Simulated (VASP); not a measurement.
# Mg2C (Fm-3m) in VASP: notebook, part 2 of 2

VASP 6.6.1. The steps go on from the part before.

### 4 Relaxation of cell and atoms, LDA

This run uses another cell than the first one, of 13.56 Å³/atom.

File INCAR:

```
PREC = Accurate
ENCUT = 600
EDIFF = 1E-6
ISMEAR = -1
SIGMA = 0.02
LREAL = F
LASPH = T
NELM = 100
ALGO = Normal
ISIF = 3
LWAVE = F
LCHARG = F
GGA = CA
IBRION = 2
NSW = 80
EDIFFG = -0.005
```

File KPOINTS:

```
Automatic mesh
0
Gamma
  8 8 8
```

File POSCAR:

```
Mg2C
1.0
    0.0000000000      2.7298509973      2.7298509973
    2.7298509973      0.0000000000      2.7298509973
    2.7298509973      2.7298509973      0.0000000000
C Mg
1 2
Direct
    0.0000000000      0.0000000000      0.0000000000
    0.2500000000      0.2500000000      0.2500000000
    0.7500000000      0.7500000000      0.7500000000
```

Potentials or basis: VASP PAW LDA potentials, release 64 (C, Mg).

The run is started by

```
cat potpaw_LDA.64/C/POTCAR potpaw_LDA.64/Mg/POTCAR > POTCAR
mpirun -np 1 vasp_std > vasp.out
```

OUTCAR:

```text
PREC = Accurate
   ENCUT = 600
   EDIFF = 1E-6
   ISMEAR = -1
   LREAL = F
   LASPH = T
   NELM = 100
   ISIF = 3
   GGA = CA
   IBRION = 2
   NSW = 80
   EDIFFG = -0.005

 ion  position               nearest neighbor table
   1  0.000  0.000  0.000-   3 2.36   3 2.36   3 2.36   2 2.36   3 2.36   2 2.36   2 2.36   2 2.36

   2  0.250  0.250  0.250-   1 2.36   1 2.36   1 2.36   1 2.36   3 2.73   3 2.73   3 2.73   3 2.73
                             3 2.73   3 2.73
   3  0.750  0.750  0.750-   1 2.36   1 2.36   1 2.36   1 2.36   2 2.73   2 2.73   2 2.73   2 2.73
                             2 2.73   2 2.73

  LATTYP: Found a face centered cubic cell.
 ALAT       =     5.4597019946

  Lattice vectors:

 A1 = (   0.0000000000,   2.7298509973,   2.7298509973)
 A2 = (   2.7298509973,   0.0000000000,   2.7298509973)
 A3 = (   2.7298509973,   2.7298509973,   0.0000000000)

Analysis of symmetry for initial positions (statically):
=====================================================================
 Subroutine PRICEL returns:
 Original cell was already a primitive cell.

 Routine SETGRP: Setting up the symmetry group for a
 face centered cubic supercell.

 Subroutine GETGRP returns: Found 48 space group operations
 (whereof 48 operations were pure point group operations)
 out of a pool of 48 trial point group operations.
[... 172 lines left out ...]
  -------------------------------------------------------------------------------------
  Total       -1.4839822     -1.4839822     -1.4839822      0.0000000     -0.0000000      0.0000000
  in kB      -58.4376110    -58.4376110    -58.4376110      0.0000000     -0.0000000      0.0000000
  external PRESSURE =     -58.4376110 kB  Pullay stress =       0.0000000 kB
[... 61 lines left out ...]
--------------------------------------- Ionic step        3  -------------------------------------------

 number of electron       8.0000000 magnetization

 Free energy of the ion-electron system (eV)
  ---------------------------------------------------
  ext. energy  EPLUGINS =         0.00000000
  ---------------------------------------------------
  free energy    TOTEN  =       -13.24841634 eV

  energy without entropy =      -13.24841634  energy(sigma->0) =      -13.24841634

 E-fermi :   4.2116     XC(G=0): -10.3706

 val. band max:        3.8276299118   @ k =   0.0000   0.0000   0.0000
 cond. band min:       4.5830215420   @ k =   0.5000   0.5000   0.0000
 fundamental gap:      0.7553916301
 Fermi energy:         4.2116096769

 k-point     1 :       0.0000    0.0000    0.0000
  band No.  band energies     occupation
      1      -6.9322      2.00000
      2       3.8276      2.00000
      3       3.8276      2.00000
      4       3.8276      2.00000
      5       5.6844      0.00000
      6      10.5779      0.00000
      7      10.5779      0.00000
      8      10.5779      0.00000
[... 243 lines left out ...]
 k-point    24 :      -0.3750    0.2500    0.1250
  band No.  band energies     occupation
      1      -5.0015      2.00000
      2      -0.5080      2.00000
      3       1.8303      2.00000
      4       2.7732      2.00000
      5       7.5461      0.00000
      6       8.8818      0.00000
      7      11.0435      0.00000
      8      11.3001      0.00000

 [... further k-points ...]
[... 5 lines left out ...]
  --------------------------------------------------------------------------------------
  -------------------------------------------------------------------------------------
  Total        0.0020100      0.0020100      0.0020100      0.0000000     -0.0000000      0.0000000
  in kB        0.0843376      0.0843376      0.0843376      0.0000000     -0.0000000      0.0000000
  external PRESSURE =       0.0843376 kB  Pullay stress =       0.0000000 kB
[... 18 lines left out ...]
  FREE ENERGIE OF THE ION-ELECTRON SYSTEM (eV)
  ---------------------------------------------------
  free  energy   TOTEN  =       -13.2484163384 eV

  energy  without entropy=      -13.2484163383  energy(sigma->0) =      -13.24841634

 reached required accuracy - stopping structural energy minimisation
```

CONTCAR:

```text
Mg2C
   1.00000000000000
     0.0000000000000000    2.6727166034770709    2.6727166034770709
     2.6727166034770709   -0.0000000000000000    2.6727166034770709
     2.6727166034770709    2.6727166034770709   -0.0000000000000000
  C               Mg
     1     2
Direct
     0.0000000000000000    0.0000000000000000    0.0000000000000000
     0.2500000000000000    0.2500000000000000    0.2500000000000000
     0.7500000000000000    0.7500000000000000    0.7500000000000000

  0.00000000E+00  0.00000000E+00  0.00000000E+00
  0.00000000E+00  0.00000000E+00  0.00000000E+00
  0.00000000E+00  0.00000000E+00  0.00000000E+00
```

It took 35 s on 1 thread of Intel Xeon 8259CL, shared host; peak memory 0.17 GiB.

What came out:

- Free energy: -13.2484 eV
- Relaxed volume: 12.73 Å³/atom
- Relaxed cell: a = 3.780 Å, b = 3.780 Å, c = 3.780 Å, α = 60.00°, β = 60.00°, γ = 60.00°
- Space group after relaxing (to 0.1 Å): Fm-3m (No. 225)
- Energy gained by relaxing: 16.0 meV/atom
- Ionic steps: 3
- Pressure after relaxing: 0.0 GPa
- Band gap on the k mesh: 0.76 eV (least direct gap 1.86 eV)

The path:
| step | energy change (eV) | largest force (eV/Å) | pressure (GPa) | volume (Å³) |
| --- | --- | --- | --- | --- |
| 1 | 0.0000 | 0.0000 | -5.84 | 40.69 |
| 2 | -0.0470 | 0.0000 | 0.97 | 37.84 |
| 3 | -0.0481 | 0.0000 | 0.01 | 38.18 |

Final structure:
```cif
data_structure
_symmetry_space_group_name_H-M 'P 1'
_symmetry_Int_Tables_number 1
_cell_length_a 3.7798
_cell_length_b 3.7798
_cell_length_c 3.7798
_cell_angle_alpha 60.000
_cell_angle_beta 60.000
_cell_angle_gamma 60.000
_cell_volume 38.18
loop_
_atom_site_label
_atom_site_type_symbol
_atom_site_fract_x
_atom_site_fract_y
_atom_site_fract_z
_atom_site_occupancy
C1 C 0.00000 0.00000 0.00000 1
Mg1 Mg 0.25000 0.25000 0.25000 1
Mg2 Mg 0.75000 0.75000 0.75000 1
```

Caveat: the structure was generated, so it needn't be the stable form of Mg2C; semilocal functionals underestimate gaps, and a narrow one can read as zero. A k mesh can miss the band edges.

### 5 Relaxation of cell and atoms, r2SCAN

This run uses another cell than the first one, of 13.56 Å³/atom.

POSCAR is that of step 4.

File INCAR.step1:

```
PREC = Accurate ; ENCUT = 600
ISMEAR = -1 ; SIGMA = 0.02
LREAL = F ; LASPH = T
NELM = 100 ; GGA = PE
ALGO = Normal ; EDIFF = 1E-4
LWAVE = T ; LCHARG = F
```

File INCAR.step2:

```
PREC = Accurate ; ENCUT = 600
EDIFF = 1E-6 ; ISMEAR = -1
SIGMA = 0.02 ; LREAL = F
LASPH = T ; NELM = 100
ALGO = Normal ; ISIF = 3
LWAVE = F ; LCHARG = F
METAGGA = R2SCAN ; LMIXTAU = T
IBRION = 2 ; NSW = 80
EDIFFG = -0.005 ; ISTART = 1
```

File KPOINTS:

```
regular mesh
0
Gamma
  8 8 8
```

Potentials or basis: VASP PAW PBE potentials, release 64 (C, Mg).

The run is started by

```
cat potpaw_PBE.64/C/POTCAR potpaw_PBE.64/Mg/POTCAR > POTCAR
cp INCAR.step1 INCAR
mpirun -np 1 vasp_std > vasp.out
cp INCAR.step2 INCAR
mpirun -np 1 vasp_std > vasp.out
```

Run time: 3.6 min. Hardware: 1 thread of Intel Xeon 8259CL, shared host; peak memory 0.2 GiB.

It converged, with:

* Free energy: -17.8101 eV
* Relaxed volume: 13.22 Å³/atom
* Relaxed cell: a = 3.828 Å, b = 3.828 Å, c = 3.828 Å, α = 60.00°, β = 60.00°, γ = 60.00°
* Space group after relaxing (to 0.1 Å): Fm-3m (No. 225)
* Energy gained by relaxing: 2.7 meV/atom
* Ionic steps: 3
* Pressure after relaxing: 0.0 GPa
* Band gap on the k mesh: 1.11 eV (least direct gap 1.99 eV)

The path:
```tsv
step	energy change (eV)	largest force (eV/Å)	pressure (GPa)	volume (Å³)
1	0.0000	0.0000	-2.43	40.69
2	-0.0078	0.0000	0.45	39.48
3	-0.0080	0.0000	0.01	39.66
```

Final structure:
```
C Mg
1.0
     0.00000    2.70665    2.70665
     2.70665    0.00000    2.70665
     2.70665    2.70665    0.00000
C Mg
1 2
Direct
  0.00000 0.00000 0.00000
  0.25000 0.25000 0.25000
  0.75000 0.75000 0.75000
```

Levels at points of the mesh, in eV from the valence-band top:
| k point | band 1 | band 2 | band 3 | band 4 | band 5 | band 6 | band 7 | band 8 |
| --- | --- | --- | --- | --- | --- | --- | --- | --- |
| (0.00, 0.00, 0.00) | -11.31 | 0.00 | 0.00 | 0.00 | 1.99 | 7.24 | 7.24 | 7.24 |
| (0.50, 0.00, 0.00) | -9.78 | -4.83 | -0.43 | -0.43 | 4.07 | 6.14 | 6.14 | 6.65 |
| (0.50, 0.50, 0.00) | -9.30 | -4.10 | -1.58 | -1.58 | 1.11 | 4.79 | 10.01 | 10.28 |

Caveat: the structure was generated, so it needn't be the stable form of Mg2C; the PAW data sets were made with another functional, which shifts forces and pressure a little.

### 6 Single point, HSE06

File POSCAR:

```
Mg2C
1.0
    0.0000000000      2.7109426128      2.7109426128
    2.7109426128      0.0000000000      2.7109426128
    2.7109426128      2.7109426128      0.0000000000
C Mg
1 2
Direct
    0.0000000000      0.0000000000      0.0000000000
    0.2500000000      0.2500000000      0.2500000000
    0.7500000000      0.7500000000      0.7500000000
```

File INCAR.step1:

```
PREC = Accurate
ENCUT = 520
EDIFF = 1E-5
ISMEAR = 0
SIGMA = 0.01
LREAL = False
LASPH = True
NELM = 60
ALGO = Normal
ISIF = 2
LWAVE = True
LCHARG = False
NBANDS = 11
GGA = PE
```

File INCAR.step2:

```
PREC = Accurate
ENCUT = 520
EDIFF = 1E-6
ISMEAR = 0
SIGMA = 0.01
LREAL = False
LASPH = True
NELM = 60
ALGO = Normal
ISIF = 2
LWAVE = False
LCHARG = False
GGA = PE
LHFCALC = True
HFSCREEN = 0.2079
PRECFOCK = Normal
NBANDS = 11
ISTART = 1
```

File KPOINTS:

```
Automatic mesh
0
Gamma
  6 6 6
```

Potentials or basis: VASP PAW PBE potentials, release 64 (C, Mg).

The run is started by

```
cat potpaw_PBE.64/C/POTCAR potpaw_PBE.64/Mg/POTCAR > POTCAR
cp INCAR.step1 INCAR
mpirun -np 1 vasp_std > vasp.out
cp INCAR.step2 INCAR
mpirun -np 1 vasp_std > vasp.out
```

It took 28 min on 1 thread of Intel Xeon 8259CL, shared host; peak memory 0.28 GiB.

Results (log left out):

| Quantity | Value |
| --- | --- |
| Free energy | -12.9560 eV |
| Pressure | -0.6 GPa |
| Band gap on the k mesh | 1.39 eV (least direct gap 2.30 eV) |

Levels at points of the mesh, in eV from the valence-band top:
```
           k point  band 2  band 3  band 4  band 5  band 6  band 7
(0.00, 0.00, 0.00)    0.00    0.00    0.00    2.30    7.64    7.64
(0.50, 0.00, 0.00)   -5.23   -0.47   -0.47    4.39    6.58    6.58
(0.50, 0.50, 0.00)   -4.45   -1.71   -1.71    1.39    5.05   10.56
```

Caveat: the structure was generated, so it needn't be the stable form of Mg2C; the PAW data sets were made with another functional, which shifts forces and pressure a little. A k mesh can miss the band edges.

### 7 The runs side by side

| task | level | potentials or basis | cell | k mesh | cutoff (eV) | smearing | grid for exact exchange (PRECFOCK) | share of exact exchange | screening parameter | gap on the mesh (eV) | pressure (GPa) | relaxed volume (Å³/atom) |
| --- | --- | --- | --- | --- | --- | --- | --- | --- | --- | --- | --- | --- |
| single point | r2SCAN | VASP PAW PBE potentials, release 64 (C, Mg) | a = 3.834 Å, angles 60.0°, 3 atoms | 8 × 8 × 8 | 520 | gaussian 0.01 eV | - | - | - | 1.11 | -0.4 | - |
| relaxation of cell and atoms | PBEsol | VASP PAW PBE potentials, release 64 (C, Mg) | relaxed from a = 3.861 Å, angles 60.0°, 3 atoms | 8 × 8 × 8 | 600 | fermi-dirac 0.02 eV | - | - | - | 0.68 | 0.0 | 13.29 |
| relaxation of cell and atoms | LDA | VASP PAW LDA potentials, release 64 (C, Mg) | relaxed from a = 3.861 Å, angles 60.0°, 3 atoms | 8 × 8 × 8 | 600 | fermi-dirac 0.02 eV | - | - | - | 0.76 | 0.0 | 12.73 |
| relaxation of cell and atoms | r2SCAN | VASP PAW PBE potentials, release 64 (C, Mg) | relaxed from a = 3.861 Å, angles 60.0°, 3 atoms | 8 × 8 × 8 | 600 | fermi-dirac 0.02 eV | - | - | - | 1.11 | 0.0 | 13.22 |
| single point | HSE06 | VASP PAW PBE potentials, release 64 (C, Mg) | a = 3.834 Å, angles 60.0°, 3 atoms | 6 × 6 × 6 | 520 | gaussian 0.01 eV | Normal | 0.25 | 0.2079 1/Å | 1.39 | -0.6 | - |

Alike in all rows: no spin polarisation.

Caveats: the structure was generated, so it needn't be the stable form of Mg2C; the PAW data sets were made with another functional, which shifts forces and pressure a little (at least some runs); semilocal functionals underestimate gaps, and a narrow one can read as zero (at least some runs).

Total energies depend on the potentials used, so only differences within one code and one set of settings carry meaning.
